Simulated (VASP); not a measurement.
# C in VASP: vibrations by perturbation theory with LDA

Aim: the vibrations by perturbation theory of C with LDA.

Program: VASP 6.6.1. These are calculated values, not measurements. Logs are shortened: lines on timing, memory, paths and dates and some standing lists are left out, and cuts for length are marked.

## 1. The cell of the first run

The cell holds a slab with vacuum, 4 atoms: a = 2.445 Å, b = 2.445 Å, c = 24.108 Å, α = 90.00°, β = 90.00°, γ = 120.00°.

## 2. Vibrations by perturbation theory, LDA

Input file INCAR:

```
SYSTEM = C
PREC = Accurate
ENCUT = 520
EDIFF = 1E-8
ISMEAR = 0
SIGMA = 0.15
LREAL = .FALSE.
LASPH = .TRUE.
NELM = 80
ALGO = Normal
ISIF = 2
LWAVE = .FALSE.
LCHARG = .FALSE.
GGA = CA
NBANDS = 16
IBRION = 8
NSW = 1
```

Input file KPOINTS:

```
regular mesh
0
G
  18 18 2
  0 0 0
```

Input file POSCAR:

```
C
1.0
    2.4446025229      0.0000000000      0.0000000000
   -1.2223012614      2.1170878870      0.0000000000
    0.0000000000      0.0000000000     24.1078379870
C
4
Direct
    0.0000000000      0.0000000000      0.5687751440
    0.0000000000      0.0000000000      0.4312248560
    0.3333333333      0.6666666667      0.4312002200
    0.6666666667      0.3333333333      0.5687997800
```

Potentials or basis: VASP PAW LDA potentials, release 64 (C).

Started as:

```console
cat potpaw_LDA.64/C/POTCAR > POTCAR
mpirun -np 1 vasp_std > vasp.out
```

OUTCAR:

```text
SYSTEM = C
   PREC = Accurate
   ENCUT = 520
   EDIFF = 1E-8
   ISMEAR = 0
   LREAL = .FALSE.
   LASPH = .TRUE.
   NELM = 80
   ISIF = 2
   GGA = CA
   IBRION = 8
   NSW = 1

 ion  position               nearest neighbor table
   1  0.000  0.000  0.569-   4 1.41   4 1.41   4 1.41
   2  0.000  0.000  0.431-   3 1.41   3 1.41   3 1.41
   3  0.333  0.667  0.431-   2 1.41   2 1.41   2 1.41
   4  0.667  0.333  0.569-   1 1.41   1 1.41   1 1.41

  LATTYP: Found a hexagonal cell.
 ALAT       =     2.4446025229
 C/A-ratio  =     9.8616596200

  Lattice vectors:

 A1 = (   2.4446025229,   0.0000000000,   0.0000000000)
 A2 = (  -1.2223012614,   2.1170878870,   0.0000000000)
 A3 = (   0.0000000000,   0.0000000000,  24.1078379870)

Analysis of symmetry for initial positions (statically):
=====================================================================
 Subroutine PRICEL returns:
 Original cell was already a primitive cell.

 Routine SETGRP: Setting up the symmetry group for a
 hexagonal supercell.

 Subroutine GETGRP returns: Found 12 space group operations
 (whereof 12 operations were pure point group operations)
 out of a pool of 24 trial point group operations.

The static configuration has the point symmetry D_3d.

Analysis of symmetry for dynamics (positions and initial velocities):
=====================================================================
 Subroutine PRICEL returns:
 Original cell was already a primitive cell.

 Routine SETGRP: Setting up the symmetry group for a
 hexagonal supercell.

 Subroutine GETGRP returns: Found 12 space group operations
 (whereof 12 operations were pure point group operations)
 out of a pool of 24 trial point group operations.

The dynamic configuration has the point symmetry D_3d.

 Subroutine INISYM returns: Found 12 space group operations
 (whereof 12 operations are pure point group operations),
 and found     1 'primitive' translations

----------------------------------------------------------------------------------------

                                     Primitive cell

  volume of cell :     124.7686

  direct lattice vectors                    reciprocal lattice vectors
     2.444602523  0.000000000  0.000000000     0.409064456  0.236173474  0.000000000
    -1.222301261  2.117087887  0.000000000     0.000000000  0.472346947  0.000000000
     0.000000000  0.000000000 24.107837987     0.000000000  0.000000000  0.041480285

  length of vectors
     2.444602523  2.444602523 24.107837987     0.472346947  0.472346947  0.041480285

  position of ions in fractional coordinates (direct lattice)
     0.000000000  0.000000000  0.568775144
     0.000000000  0.000000000  0.431224856
     0.333333333  0.666666667  0.431200220
     0.666666667  0.333333333  0.568799780

  ion indices of the primitive-cell ions
   primitive index   ion index
                 1           1
                 2           2
                 3           3
                 4           4

----------------------------------------------------------------------------------------

 KPOINTS: regular mesh

Automatic generation of k-mesh.
 Grid dimensions read from file:
 generate k-points for:   18   18    2

 Generating k-lattice:

  Cartesian coordinates                     Fractional coordinates (reciprocal lattice)
     0.022725803  0.013120749  0.000000000     0.055555556 -0.000000000  0.000000000
     0.000000000  0.026241497  0.000000000     0.000000000  0.055555556  0.000000000
     0.000000000  0.000000000  0.020740143     0.000000000  0.000000000  0.500000000

  Length of vectors
     0.026241497  0.026241497  0.020740143

  Shift w.r.t. Gamma in fractional coordinates (k-lattice)
     0.000000000  0.000000000  0.000000000

 Subroutine IBZKPT returns following result:
 ===========================================

 Found     74 irreducible k-points:

[... 65 lines left out ...]
     AMIX_MAG =   1.60;   BMIX_MAG =  1.00
  volume/ion in A,a.u.               =      31.19       210.50
  Fermi-wavevector in a.u.,A,eV,Ry     =   0.825556  1.560074  9.272944  0.681542
  Thomas-Fermi vector in A             =   1.937435
   LORBIT       =      0    0 simple, 1 ext, 2 COOP (PROOUT), +10 PAW based schemes
   GGA     = CA    functional components
   LHFCALC =     F    Hartree Fock is set to
   AEXX    =    0.0000 exact exchange contribution
   IVDW    =     0    specifies the selected vdW correction
   LEPSILON=     F    determine dielectric tensor
   LRPA    =     F    only Hartree local field effects (RPA)
 non-spin polarized calculation
 Gauss-broadening in eV      SIGMA  =   0.15
  energy-cutoff  :      520.00
  volume of cell :      124.77
 maximum number of plane-waves:      3413
   NGX =  9   NGY =  9   NGZ = 89

--------------------------------------- Ionic step        1  -------------------------------------------

 number of electron      15.9999996 magnetization

 Free energy of the ion-electron system (eV)
  ---------------------------------------------------
  ext. energy  EPLUGINS =         0.00000000
  ---------------------------------------------------
  free energy    TOTEN  =       -40.40042123 eV

  energy without entropy =      -40.39937388  energy(sigma->0) =      -40.39989756

 E-fermi :  -1.9408     XC(G=0):  -3.3357

 val. band max:       -1.9408456478   @ k =   0.3333   0.3333   0.5000
 cond. band min:      -1.5596168550   @ k =   0.3333   0.3333   0.0000
 fundamental gap:      0.3812287928
 Fermi energy:        -1.9408252205

 k-point     1 :       0.0000    0.0000    0.0000
  band No.  band energies     occupation
      1     -21.5114      2.00000
      2     -21.3378      2.00000
      3     -10.2669      2.00000
      4      -9.1960      2.00000
      5      -4.9457      2.00000
      6      -4.9457      2.00000
[... 433 lines left out ...]
      3     -14.1580      2.00000
      4     -14.0638      2.00000
      5      -9.2318      2.00000
      6      -9.1888      2.00000
[... 8 lines left out ...]
     15       9.5532      0.00000
     16       9.9297      0.00000

 [... further k-points ...]

------------------------ aborting loop because EDIFF is reached ----------------------------------------

  FORCE on cell =-STRESS in cart. coord.  units (eV):
  Direction    XX          YY          ZZ          XY          YZ          ZX
  --------------------------------------------------------------------------------------
  -------------------------------------------------------------------------------------
  Total        0.2996662      0.2996662     -0.0292763      0.0000000      0.0000000      0.0000000
  in kB        3.8480700      3.8480700     -0.3759424      0.0000000      0.0000000      0.0000000
  external PRESSURE =       2.4400659 kB  Pullay stress =       0.0000000 kB

 VOLUME and BASIS-vectors are now :
 -----------------------------------------------------------------------------
  energy-cutoff  :      520.00
  volume of cell :      124.77
      direct lattice vectors                 reciprocal lattice vectors
     2.444602523  0.000000000  0.000000000     0.409064456  0.236173474  0.000000000
    -1.222301261  2.117087887  0.000000000     0.000000000  0.472346947  0.000000000
     0.000000000  0.000000000 24.107837987     0.000000000  0.000000000  0.041480285

 POSITION                                       TOTAL-FORCE (eV/Angst)
 -----------------------------------------------------------------------------------
      0.00000      0.00000     13.71194         0.000000     -0.000000     -0.000962
      0.00000      0.00000     10.39590        -0.000000      0.000000      0.000962
     -0.00000      1.41139     10.39531        -0.000000      0.000000     -0.000300
      1.22230      0.70570     13.71253        -0.000000     -0.000000      0.000300
 -----------------------------------------------------------------------------------
    total drift:                               -0.000000      0.000000     -0.000000

  FREE ENERGIE OF THE ION-ELECTRON SYSTEM (eV)
  ---------------------------------------------------
  free  energy   TOTEN  =       -40.4004212325 eV

  energy  without entropy=      -40.3993738781  energy(sigma->0) =      -40.39989756

[... ionic steps 2 to 9 ...]

--------------------------------------- Ionic step       10  -------------------------------------------

------------------------ aborting loop because EDIFF is reached ----------------------------------------

[... ionic steps 11 to 11 ...]

--------------------------------------- Ionic step       12  -------------------------------------------

 Free energy of the ion-electron system (eV)
  ---------------------------------------------------
  ---------------------------------------------------
  free energy    TOTEN  =        -0.14884170 eV

  energy without entropy =       -0.14884170

------------------------ aborting loop because EDIFF is reached ----------------------------------------

 INTERNAL STRAIN TENSOR  FOR ION    3  DIRECTION 3   (eV/Angst):
 -----------------------------------------------------------------------------
    -0.07188 -0.00000 -0.00000
    -0.00000 -0.07188 -0.00000
     0.00000  0.00000  0.60857

 INTERNAL STRAIN TENSOR FOR ION    4 for displacements in x,y,z  (eV/Angst):
          X           Y           Z          XY          YZ          ZX
  --------------------------------------------------------------------------------
  x    -0.00000     0.00000    -0.00000   -12.73397    -0.00000    -0.09295
  y   -12.73397    12.73397     0.00000     0.00000    -0.08510    -0.00000
  z     0.07188     0.07188    -0.60857     0.00000     0.00000    -0.00000

 SECOND DERIVATIVES (NOT SYMMETRIZED)
 ------------------------------------
               1X          1Y          1Z          2X          2Y          2Z          3X          3Y          3Z          4X          4Y          4Z
  1X   -56.166823   -0.000000   -0.000000   -0.023666   -0.000000    0.000000    0.044503    0.000000    0.000000   56.145986    0.000000    0.000000
  1Y    -0.000000  -56.166823    0.000000   -0.000000   -0.023666    0.000000    0.000000    0.044503   -0.000000    0.000000   56.145986    0.000000
  1Z    -0.000000   -0.000000  -17.541814    0.000000   -0.000000   -0.005668   -0.000000    0.000000    0.124488    0.000000   -0.000000   17.422994
  2X    -0.023666   -0.000000    0.000000  -56.166823   -0.000000   -0.000000   56.145986    0.000000    0.000000    0.044503    0.000000    0.000000
  2Y    -0.000000   -0.023666    0.000000   -0.000000  -56.166823    0.000000    0.000000   56.145986    0.000000    0.000000    0.044503   -0.000000
  2Z     0.000000   -0.000000   -0.005668   -0.000000   -0.000000  -17.541814    0.000000   -0.000000   17.422994   -0.000000    0.000000    0.124488
  3X     0.043172    0.000000    0.000000   56.146611    0.000000   -0.000000  -56.161568   -0.000000   -0.000000   -0.028216   -0.000000    0.000000
  3Y     0.000000    0.043172   -0.000000    0.000000   56.146611   -0.000000   -0.000000  -56.161568    0.000000   -0.000000   -0.028216    0.000000
  3Z     0.000000    0.000000    0.124366    0.000000    0.000000   17.422939    0.000000    0.000000  -17.602652    0.000000   -0.000000    0.055347
  4X    56.146611    0.000000   -0.000000    0.043172    0.000000    0.000000   -0.028216   -0.000000    0.000000  -56.161568   -0.000000   -0.000000
  4Y     0.000000   56.146611   -0.000000    0.000000    0.043172   -0.000000   -0.000000   -0.028216    0.000000   -0.000000  -56.161568    0.000000
  4Z     0.000000    0.000000   17.422939    0.000000    0.000000    0.124366    0.000000   -0.000000    0.055347    0.000000    0.000000  -17.602652

 Eigenvectors and eigenvalues of the dynamical matrix
 ----------------------------------------------------

   1 f  =   47.819627 THz   300.459576 2PiTHz 1595.091053 cm-1   197.765996 meV
             X         Y         Z           dx          dy          dz
      0.000000  0.000000 13.711939    -0.305590   -0.395748   -0.000000
      0.000000  0.000000 10.395899    -0.305590   -0.395748    0.000000
     -0.000000  1.411392 10.395305     0.305588    0.395745   -0.000000
      1.222301  0.705696 13.712533     0.305588    0.395745   -0.000000
[... 71 lines left out ...]
  12 f/i=    0.000150 THz     0.000943 2PiTHz    0.005008 cm-1     0.000621 meV
             X         Y         Z           dx          dy          dz
      0.000000  0.000000 13.711939    -0.271903    0.419603    0.000002
      0.000000  0.000000 10.395899    -0.271903    0.419603    0.000002
     -0.000000  1.411392 10.395305    -0.271905    0.419606    0.000002
      1.222301  0.705696 13.712533    -0.271905    0.419606    0.000002

--------------------------------------------------------------------------------------------------------

 ELASTIC MODULI CONTR FROM IONIC RELAXATION (kBar)
 Direction    XX          YY          ZZ          XY          YZ          ZX
 --------------------------------------------------------------------------------
 XX         -75.9415     75.3743      3.4591     -0.0000     -3.4074     -0.0000
 YY          75.3743    -75.9415      3.4591     -0.0000      3.4074      0.0000
 ZZ           3.4591      3.4591    -42.2962      0.0000      0.0000     -0.0000
 XY          -0.0000     -0.0000      0.0000    -75.6579      0.0000     -3.7021
 YZ          -3.4074      3.4074      0.0000      0.0000     -5.7765     -0.0000
 ZX          -0.0000      0.0000     -0.0000     -3.7021     -0.0000     -6.8066
 --------------------------------------------------------------------------------
```

Run time: 20 min. Hardware: 1 thread of Intel Xeon 6975P-C (Granite Rapids), shared host; peak memory 1.1 GiB.

What came out:

```
Highest phonon frequency at Γ : 1595 cm⁻¹
```

Phonon frequencies in cm⁻¹ (negative: imaginary):
| q point | frequencies |
| --- | --- |
| (0.000, 0.000, 0.000) | 0 0 0 28 28 82 889 891 1594 1594 1595 1595 |

Caveat: there is no dipole correction, which matters where the two faces differ.
